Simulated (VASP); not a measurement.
Input of a VASP 6.6.1 run:

INCAR

```
ALGO     = Normal         # electronic algorithm
EDIFF    = 1E-6           # SCF threshold, eV
ENCUT    = 750            # plane-wave cutoff, eV
GGA      = PE             # functional
GGA_COMPAT= False        
ISIF     = 2              # what is computed and relaxed
ISMEAR   = 1              # smearing method
LASPH    = True           # aspherical terms in the spheres
LCHARG   = False          # write CHGCAR
LREAL    = False          # projectors in reciprocal space
LWAVE    = False          # write WAVECAR
NBANDS   = 12             # bands
NELM     = 120            # most SCF steps
PREC     = Accurate       # precision mode
SIGMA    = 0.12           # smearing width, eV
```

KPOINTS

```
k-points
0
Gamma
  6 6 6
```

Contents of POSCAR:

```
LiBr
1.0
    0.0000000000      2.7226905798      2.7226905798
    2.7226905798      0.0000000000      2.7226905798
    2.7226905798      2.7226905798      0.0000000000
Li Br
1 1
Direct
    0.0000000000      0.0000000000      0.0000000000
    0.5000000000      0.5000000000      0.5000000000
```

Potentials or basis: VASP PAW PBE potentials, release 64 (Li_sv, Br).

Launch:

```bash
$ cat potpaw_PBE.64/Li_sv/POTCAR potpaw_PBE.64/Br/POTCAR > POTCAR
$ mpirun -np 1 vasp_std > vasp.out
```

Problem. Predict the band gap on the k mesh.

Solution. 5.08 eV, direct.

Problem. Predict the pressure.

Solution. 0.9 GPa.

A hybrid or GW would open this gap; PBE tends to underestimate it.
